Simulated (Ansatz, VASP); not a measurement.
**One calculation of Si3Bi, two programs**

```
Si Bi
1.0
     4.97180    0.00000    0.00000
    -2.48590    4.30570    0.00000
     0.00000    0.00000    4.06369
Si Bi
3 1
Direct
  0.50000 0.00000 0.00000
  0.00000 0.50000 0.00000
  0.50000 0.50000 0.00000
  0.00000 0.00000 0.50000
```

Alike in both runs: functional PBE; k mesh 12 × 12 × 12; occupations gaussian, width 0.1 eV; no spin polarisation.

Ansatz relaxed the structure, and its values are those at the end. VASP's run is a single point on that final structure, the one shown.

```csv
,VASP,Ansatz
version,VASP 6.6.1,Ansatz 0.2.0
potentials or method,"VASP PAW PBE potentials, release 64 (Si, Bi_d), cutoff 520 eV","scalar-relativistic, plane waves, PAW"
valence electrons in the cell,27,27
```

```csv
,VASP,Ansatz,Ansatz less VASP
gap on the k mesh at the Fermi level (eV),none,none,-
pressure (GPa),-0.1,0.0,+0.06
```

A gap of «none» marks a metal or a gap that the smearing closes. The functional is the same, so the differences come from potentials, cutoffs and numerics.

Neither program's run includes spin-orbit coupling.
